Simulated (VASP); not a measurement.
# TiO2 (P4_2nm) in VASP: further runs

The runs below take TiO2 through single point, with PBE.

Program: VASP 6.6.1. These are calculated values, not measurements. Logs are shortened: lines on timing, memory, paths and dates and some standing lists are left out, and cuts for length are marked.

## (1) The cell of the first run

It takes space group P4_2nm (No. 102, tetragonal). The conventional cell has a = 4.566 Å, b = 4.566 Å, c = 2.914 Å, α = 90.00°, β = 90.00°, γ = 90.00°. Ti (site symmetry 2mm) has 6 O at 1.90 to 1.97 Å within 2.5 Å. Within 2.6 Å of O (site symmetry m) lie 3 Ti at 1.90 to 1.97 Å and 1 O at 2.52 Å.

## (2) Single point, PBE (atoms displaced along a vibrational mode, the cell strained)

Input file INCAR:

```
SYSTEM = TiO2
PREC = Accurate
ENCUT = 520
EDIFF = 1E-6
ISMEAR = 0
SIGMA = 0.05
LREAL = .FALSE.
LASPH = .TRUE.
NELM = 80
ALGO = Normal
ISIF = 2
LWAVE = .FALSE.
LCHARG = .FALSE.
GGA = PE
NBANDS = 33
```

Input file KPOINTS:

```
regular mesh
0
G
  6 6 10
  0 0 0
```

Input file POSCAR:

```
TiO2
1.0
    4.5658550395      0.0000000000      0.0000000000
    0.0000000000      4.5658550395      0.0000000000
    0.0000000000      0.0000000000      2.9143671652
Ti O
2 4
Direct
    0.0000000000      0.0000000000      0.0039244396
    0.5000000000      0.5000000000      0.5039244396
    0.3050970583      0.3050970583     -0.0058707153
    0.1949029417      0.8050970583      0.4941292847
    0.6949029417      0.6949029417     -0.0058707153
    0.8050970583      0.1949029417      0.4941292847
```

Potentials or basis: VASP PAW PBE potentials, release 64 (Ti_sv, O).

Command:

```bash
> cat potpaw_PBE.64/Ti_sv/POTCAR potpaw_PBE.64/O/POTCAR > POTCAR
> mpirun -np 1 vasp_std > vasp.out
```

OUTCAR:

```text
SYSTEM = TiO2
   PREC = Accurate
   ENCUT = 520
   EDIFF = 1E-6
   ISMEAR = 0
   LREAL = .FALSE.
   LASPH = .TRUE.
   NELM = 80
   ISIF = 2
   GGA = PE

 ion  position               nearest neighbor table
   1  0.000  0.000  0.004-   4 1.90   6 1.90   4 1.95   6 1.95   5 1.97   3 1.97
   2  0.500  0.500  0.504-   3 1.90   5 1.90   3 1.95   5 1.95   4 1.97   6 1.97
   3  0.305  0.305  0.994-   2 1.90   2 1.95   1 1.97
   4  0.195  0.805  0.494-   1 1.90   1 1.95   2 1.97
   5  0.695  0.695  0.994-   2 1.90   2 1.95   1 1.97
   6  0.805  0.195  0.494-   1 1.90   1 1.95   2 1.97

  LATTYP: Found a simple tetragonal cell.
 ALAT       =     4.5658550395
 C/A-ratio  =     0.6382960344

  Lattice vectors:

 A1 = (   4.5658550395,   0.0000000000,   0.0000000000)
 A2 = (   0.0000000000,   4.5658550395,   0.0000000000)
 A3 = (   0.0000000000,   0.0000000000,   2.9143671652)

Analysis of symmetry for initial positions (statically):
=====================================================================
 Subroutine PRICEL returns:
 Original cell was already a primitive cell.

 Routine SETGRP: Setting up the symmetry group for a
 simple tetragonal supercell.

 Subroutine GETGRP returns: Found  8 space group operations
 (whereof  4 operations were pure point group operations)
 out of a pool of 16 trial point group operations.

The static configuration has the point symmetry C_2v.
 The point group associated with its full space group is C_4v.

Analysis of symmetry for dynamics (positions and initial velocities):
=====================================================================
 Subroutine PRICEL returns:
 Original cell was already a primitive cell.

 Routine SETGRP: Setting up the symmetry group for a
 simple tetragonal supercell.

 Subroutine GETGRP returns: Found  8 space group operations
 (whereof  4 operations were pure point group operations)
 out of a pool of 16 trial point group operations.

The dynamic configuration has the point symmetry C_2v.
 The point group associated with its full space group is C_4v.

 Subroutine INISYM returns: Found  8 space group operations
 (whereof  4 operations are pure point group operations),
 and found     1 'primitive' translations

----------------------------------------------------------------------------------------

                                     Primitive cell

  volume of cell :      60.7559

  direct lattice vectors                    reciprocal lattice vectors
     4.565855039  0.000000000  0.000000000     0.219017028  0.000000000  0.000000000
     0.000000000  4.565855039  0.000000000     0.000000000  0.219017028  0.000000000
     0.000000000  0.000000000  2.914367165     0.000000000  0.000000000  0.343127665

  length of vectors
     4.565855039  4.565855039  2.914367165     0.219017028  0.219017028  0.343127665

  position of ions in fractional coordinates (direct lattice)
     0.000000000  0.000000000  0.003924440
     0.500000000  0.500000000  0.503924440
     0.305097058  0.305097058  0.994129285
     0.194902942  0.805097058  0.494129285
     0.694902942  0.694902942  0.994129285
     0.805097058  0.194902942  0.494129285

  ion indices of the primitive-cell ions
   primitive index   ion index
                 1           1
                 2           2
                 3           3
                 4           4
                 5           5
                 6           6

----------------------------------------------------------------------------------------

 KPOINTS: regular mesh

Automatic generation of k-mesh.
 Grid dimensions read from file:
 generate k-points for:    6    6   10

 Generating k-lattice:

  Cartesian coordinates                     Fractional coordinates (reciprocal lattice)
     0.036502838  0.000000000  0.000000000     0.166666667  0.000000000  0.000000000
     0.000000000  0.036502838  0.000000000     0.000000000  0.166666667  0.000000000
     0.000000000  0.000000000  0.034312766     0.000000000  0.000000000  0.100000000

  Length of vectors
     0.036502838  0.036502838  0.034312766

  Shift w.r.t. Gamma in fractional coordinates (k-lattice)
     0.000000000  0.000000000  0.000000000

 Subroutine IBZKPT returns following result:
 ===========================================

 Found     60 irreducible k-points:

 Following reciprocal coordinates:
            Coordinates               Weight
  0.000000  0.000000  0.000000      1.000000
  0.166667  0.000000  0.000000      4.000000
  0.333333  0.000000  0.000000      4.000000
  0.500000  0.000000  0.000000      2.000000
  0.166667  0.166667  0.000000      4.000000
  0.333333  0.166667  0.000000      8.000000
[... 16 lines left out ...]
  0.333333  0.000000  0.200000      8.000000
  0.500000  0.000000  0.200000      4.000000
 [... further k-points ...]
   k-points           NKPTS =     60   k-points in BZ     NKDIM =     60   number of bands    NBANDS=     33
   number of dos      NEDOS =    301   number of ions     NIONS =      6
   total plane-waves  NPLWV =  31104
   dimension x,y,z NGX =    36 NGY =   36 NGZ =   24
   dimension x,y,z NGXF=    72 NGYF=   72 NGZF=   48
   ions per type =               2   4
   NGX,Y,Z   is equivalent  to a cutoff of  13.11, 13.11, 13.69 a.u.
   NGXF,Y,Z  is equivalent  to a cutoff of  26.22, 26.22, 27.38 a.u.
 SYSTEM =  TiO2
   PREC   = accura    normal or accurate (medium, high low for compatibility)
   ISTART =      0    job   : 0-new  1-cont  2-samecut
   ICHARG =      2    charge: 1-file 2-atom 10-const
   ISPIN  =      1    spin polarized calculation?
   LNONCOLLINEAR =      F non collinear calculations
   LSORBIT =      F    spin-orbit coupling
   LASPH  =      T    aspherical Exc in radial PAW
   ENCUT  =  520.0 eV  38.22 Ry    6.18 a.u.   8.49  8.49  5.42*2*pi/ulx,y,z
   NELM   =     80;   NELMIN=  2; NELMDL= -5     # of ELM steps
   EDIFF  = 0.1E-05   stopping-criterion for ELM
   LREAL  =      F    real-space projection
   EDIFFG = 0.1E-04   stopping-criterion for IOM
   NSW    =      0    number of steps for IOM
   IBRION =     -1    ionic relax: 0-MD 1-quasi-New 2-CG
   NFREE  =      0    steps in history (QN), initial steepest desc. (CG)
   ISIF   =      2    stress and relaxation
   ISYM   =      2    0-nonsym 1-usesym 2-fastsym
   POTIM  = 0.5000    time-step for ionic-motion
   TEBEG  =    0.0;   TEEND  =   0.0 temperature during run
   PSTRESS=    0.0 pullay stress
   NELECT =      48.0000    total number of electrons
   NUPDOWN=      -1.0000    fix difference up-down
   EMIN   =  10.00;   EMAX   =-10.00  energy-range for DOS
   EFERMI =   0.00;   METHOD = LEGACY
   ISMEAR =     0;   SIGMA  =   0.05  broadening in eV -4-tet -1-fermi 0-gaus
   EFERMI_NEDOS =   21; number of points for ismear=-14 and -15
   IALGO  =     38    algorithm
   IMIX   =      4    mixing-type and parameters
     AMIX     =   0.40;   BMIX     =  1.00
     AMIX_MAG =   1.60;   BMIX_MAG =  1.00
  volume/ion in A,a.u.               =      10.13        68.33
  Fermi-wavevector in a.u.,A,eV,Ry     =   1.513419  2.859947 31.163273  2.290436
  Thomas-Fermi vector in A             =   2.623212
   LORBIT       =      0    0 simple, 1 ext, 2 COOP (PROOUT), +10 PAW based schemes
   GGA     = PE    functional components
   LHFCALC =     F    Hartree Fock is set to
   AEXX    =    0.0000 exact exchange contribution
   IVDW    =     0    specifies the selected vdW correction
   LEPSILON=     F    determine dielectric tensor
   LRPA    =     F    only Hartree local field effects (RPA)
 non-spin polarized calculation
 Gauss-broadening in eV      SIGMA  =   0.05
  energy-cutoff  :      520.00
  volume of cell :       60.76
 maximum number of plane-waves:      1648
 NGX is ok and might be reduce to    36
   NGX = 17   NGY = 17   NGZ = 11

 number of electron      48.0000023 magnetization

 Free energy of the ion-electron system (eV)
  ---------------------------------------------------
  ext. energy  EPLUGINS =         0.00000000
  ---------------------------------------------------
  free energy    TOTEN  =       -53.53514714 eV

  energy without entropy =      -53.53514714  energy(sigma->0) =      -53.53514714

 E-fermi :   5.4272     XC(G=0): -11.5534

 val. band max:        5.0918542826   @ k =   0.0000   0.0000   0.0000
 cond. band min:       7.0773925815   @ k =   0.0000   0.0000   0.0000
 fundamental gap:      1.9855382989
 Fermi energy:         5.4271978544

 k-point     1 :       0.0000    0.0000    0.0000
  band No.  band energies     occupation
      1     -51.6784      2.00000
      2     -51.6588      2.00000
      3     -28.0180      2.00000
      4     -28.0180      2.00000
      5     -27.8304      2.00000
      6     -27.8304      2.00000
[... 25 lines left out ...]
     32      12.0252      0.00000
     33      12.0285      0.00000

 k-point     2 :       0.1667    0.0000    0.0000
  band No.  band energies     occupation
      1     -51.6771      2.00000
      2     -51.6601      2.00000
      3     -28.0082      2.00000
      4     -28.0073      2.00000
      5     -27.8424      2.00000
      6     -27.8414      2.00000
[... 25 lines left out ...]
     32      11.9267      0.00000
     33      11.9531      0.00000

 k-point     3 :       0.3333    0.0000    0.0000
  band No.  band energies     occupation
      1     -51.6735      2.00000
      2     -51.6637      2.00000
      3     -27.9823      2.00000
      4     -27.9799      2.00000
      5     -27.8724      2.00000
      6     -27.8698      2.00000
[... 25 lines left out ...]
     32      11.7194      0.00000
     33      11.7920      0.00000

 k-point     4 :       0.5000    0.0000    0.0000
  band No.  band energies     occupation
      1     -51.6686      2.00000
      2     -51.6686      2.00000
      3     -27.9599      2.00000
      4     -27.9599      2.00000
      5     -27.8935      2.00000
      6     -27.8935      2.00000
[... 25 lines left out ...]
     32      11.3717      0.00000
     33      11.7265      0.00000

 k-point     5 :       0.1667    0.1667    0.0000
  band No.  band energies     occupation
      1     -51.6759      2.00000
      2     -51.6613      2.00000
      3     -28.0215      2.00000
      4     -27.9784      2.00000
      5     -27.8732      2.00000
      6     -27.8282      2.00000
[... 604 lines left out ...]
 k-point    22 :       0.1667    0.0000    0.2000
  band No.  band energies     occupation
      1     -51.6587      2.00000
      2     -51.6450      2.00000
      3     -27.9787      2.00000
      4     -27.9622      2.00000
      5     -27.9409      2.00000
      6     -27.9360      2.00000
[... 25 lines left out ...]
     32      11.3036      0.00000
     33      11.5300      0.00000

 k-point    23 :       0.3333    0.0000    0.2000
  band No.  band energies     occupation
      1     -51.6558      2.00000
      2     -51.6478      2.00000
      3     -27.9800      2.00000
      4     -27.9568      2.00000
      5     -27.9339      2.00000
      6     -27.9172      2.00000
[... 25 lines left out ...]
     32      10.8896      0.00000
     33      11.5314      0.00000

 k-point    24 :       0.5000    0.0000    0.2000
  band No.  band energies     occupation
      1     -51.6518      2.00000
      2     -51.6518      2.00000
      3     -27.9705      2.00000
      4     -27.9705      2.00000
      5     -27.9128      2.00000
      6     -27.9128      2.00000
[... 25 lines left out ...]
     32      10.6813      0.00000
     33      11.9012      0.00000

 [... further k-points ...]

------------------------ aborting loop because EDIFF is reached ----------------------------------------

  FORCE on cell =-STRESS in cart. coord.  units (eV):
  Direction    XX          YY          ZZ          XY          YZ          ZX
  --------------------------------------------------------------------------------------
  -------------------------------------------------------------------------------------
  Total        4.6625967      4.6625967      6.1818143      0.0000000      0.0000000      0.0000000
  in kB      122.9560574    122.9560574    163.0189282      0.0000000      0.0000000      0.0000000
  external PRESSURE =     136.3103476 kB  Pullay stress =       0.0000000 kB

 VOLUME and BASIS-vectors are now :
 -----------------------------------------------------------------------------
  energy-cutoff  :      520.00
  volume of cell :       60.76
      direct lattice vectors                 reciprocal lattice vectors
     4.565855039  0.000000000  0.000000000     0.219017028  0.000000000  0.000000000
     0.000000000  4.565855039  0.000000000     0.000000000  0.219017028  0.000000000
     0.000000000  0.000000000  2.914367165     0.000000000  0.000000000  0.343127665

 POSITION                                       TOTAL-FORCE (eV/Angst)
 -----------------------------------------------------------------------------------
      0.00000      0.00000      0.01144         0.000000      0.000000     -0.074801
      2.28293      2.28293      1.46862         0.000000      0.000000     -0.074801
      1.39303      1.39303      2.89726        -0.224368     -0.224368      0.037401
      0.88990      3.67596      1.44007         0.224368     -0.224368      0.037401
      3.17283      3.17283      2.89726         0.224368      0.224368      0.037401
      3.67596      0.88990      1.44007        -0.224368      0.224368      0.037401
 -----------------------------------------------------------------------------------
    total drift:                               -0.000000      0.000000     -0.000111

  FREE ENERGIE OF THE ION-ELECTRON SYSTEM (eV)
  ---------------------------------------------------
  free  energy   TOTEN  =       -53.5351471419 eV

  energy  without entropy=      -53.5351471419  energy(sigma->0) =      -53.53514714
```

Run time: 1.7 min. Hardware: 1 thread of Intel Xeon Platinum 8375C at 2.90GHz (Ice Lake), shared host; peak memory 0.23 GiB.

What came out:

```
Free energy            : -53.5351 eV
Pressure               : 13.6 GPa
Largest force          : 0.320 eV/Å
Band gap on the k mesh : 1.99 eV
```

Forces on the atoms (eV/Å):
```
Ti   0.000  0.000 -0.075
Ti   0.000  0.000 -0.075
O   -0.224 -0.224  0.037
O    0.224 -0.224  0.037
O    0.224  0.224  0.037
O   -0.224  0.224  0.037
```

Stress tensor (GPa, compression positive):
```
12.30  0.00  0.00
 0.00 12.30  0.00
 0.00  0.00 16.30
```

Levels at points of the mesh, in eV from the valence-band top:
```csv
k point,band 21,band 22,band 23,band 24,band 25,band 26,band 27,band 28
"(0.00, 0.00, 0.00)",-0.67,-0.44,-0.44,0.00,1.99,2.29,2.57,2.66
"(0.50, 0.00, 0.00)",-1.59,-1.59,-0.75,-0.75,2.66,2.66,3.21,3.21
"(0.50, 0.50, 0.00)",-1.26,-1.26,-1.05,-1.05,2.02,2.02,2.68,2.68
"(0.00, 0.00, 0.50)",-2.41,-2.41,-1.43,-1.43,3.10,3.10,3.40,3.40
"(0.50, 0.00, 0.50)",-2.08,-2.08,-1.05,-1.05,2.01,2.01,3.42,3.42
"(0.50, 0.50, 0.50)",-1.36,-1.23,-0.66,-0.66,2.60,2.81,3.37,3.37
```

Caveat: the cell differs from its parent crystal (atoms displaced along a vibrational mode, the cell strained); the cell stands under pressure. A k mesh can miss the band edges.

(Continued in part 2 of 2.)
